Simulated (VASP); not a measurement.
A run of VASP 6.6.1:

The input INCAR:

```
PREC = Accurate
ENCUT = 520
EDIFF = 1E-7
ISMEAR = -1
SIGMA = 0.1
LREAL = F
LASPH = T
NELM = 60
ALGO = Normal
ISIF = 2
LWAVE = F
LCHARG = F
GGA = CA
NBANDS = 28
```

File KPOINTS:

```
regular mesh
0
Gamma
  6 6 6
```

Contents of POSCAR:

```
LiZn3
1.0
    0.0000000000      3.0111100000      3.0111100000
    3.0111100000      0.0000000000      3.0111100000
    3.0111100000      3.0111100000      0.0000000000
Li Zn
1 3
Direct
    0.0332103444     -0.0332103444     -0.0332103444
    0.2500000000      0.2500000000      0.2500000000
    0.7500000000      0.7500000000      0.7500000000
    0.5000000000      0.5000000000      0.5000000000
```

Potentials or basis: VASP PAW LDA potentials, release 64 (Li_sv, Zn).

Launch:

```sh
$ cat potpaw_LDA.64/Li_sv/POTCAR potpaw_LDA.64/Zn/POTCAR > POTCAR
$ mpirun -np 1 vasp_std > vasp.out
```

Hardware: 1 thread of Intel(R) Xeon(R) Platinum 8488C (Sapphire Rapids), on a shared host.

**Question.** How long does it take, and how much memory?

**Answer.** Run time: 34 s on 1 thread of Intel(R) Xeon(R) Platinum 8488C (Sapphire Rapids), with other jobs on the host, peak memory 0.17 GiB. Counts: scf iterations 16, k points 30.
